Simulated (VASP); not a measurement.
Runs of VASP 6.6.1 on ZnS. The structure is that of space group P6_3mc (No. 186), or close to it. The cells are those of the table. 

| cell | k mesh | smearing | gap on the mesh (eV) | pressure (GPa) | largest force (eV/Å) |
| --- | --- | --- | --- | --- | --- |
| a = 3.744, b = 3.744, c = 6.247 Å, angles 90.0, 90.0, 120.0°, 4 atoms | 6 × 6 × 4 | gaussian 0.01 eV | 2.17 | 1.4 | - |
| a = 3.857, b = 3.857, c = 6.133 Å, angles 90.0, 90.0, 120.0°, 4 atoms | 6 × 6 × 4 | gaussian 0.01 eV | 2.05 | -1.8 | - |
| a = 3.706, b = 3.706, c = 6.286 Å, angles 90.0, 90.0, 120.0°, 4 atoms | 6 × 6 × 4 | gaussian 0.01 eV | 2.15 | (a) | - |
| a = 3.763, b = 3.763, c = 6.227 Å, angles 90.0, 90.0, 120.0°, 4 atoms | 6 × 6 × 4 | gaussian 0.01 eV | 2.17 | 0.8 | - |
| a = 3.819, b = 3.819, c = 6.169 Å, angles 90.0, 90.0, 120.0°, 4 atoms | 6 × 6 × 4 | gaussian 0.01 eV | (c) | -0.8 | - |
| a = 3.819, b = 3.819, c = 6.172 Å, angles 90.0, 90.0, 120.0°, 4 atoms | 6 × 6 × 4 | gaussian 0.01 eV | 2.13 | -0.8 | 0.11 |
| a = 3.782, b = 3.782, c = 6.209 Å, angles 90.0, 90.0, 120.0°, 4 atoms | 10 × 10 × 6 | fermi-dirac 0.08 eV | 2.16 | (b) | - |
| a = 3.800, b = 3.800, c = 6.190 Å, angles 90.0, 90.0, 120.0°, 4 atoms | 6 × 6 × 4 | gaussian 0.01 eV | 2.15 | -0.3 | 0.06 |
| a = 3.763, b = 3.763, c = 6.228 Å, angles 90.0, 90.0, 120.0°, 4 atoms | 6 × 6 × 4 | gaussian 0.01 eV | 2.17 | 0.8 | 0.06 |

Alike in all rows: task single point; level PBEsol; potentials or basis VASP PAW PBE potentials, release 64 (Zn, S); no spin polarisation; cutoff (eV) 520.

Question: Fill in the values left out.

Answer: (a) 2.5; (b) 0.2; (c) 2.14.

Caveats: the PAW data sets were made with another functional, which shifts forces and pressure a little.

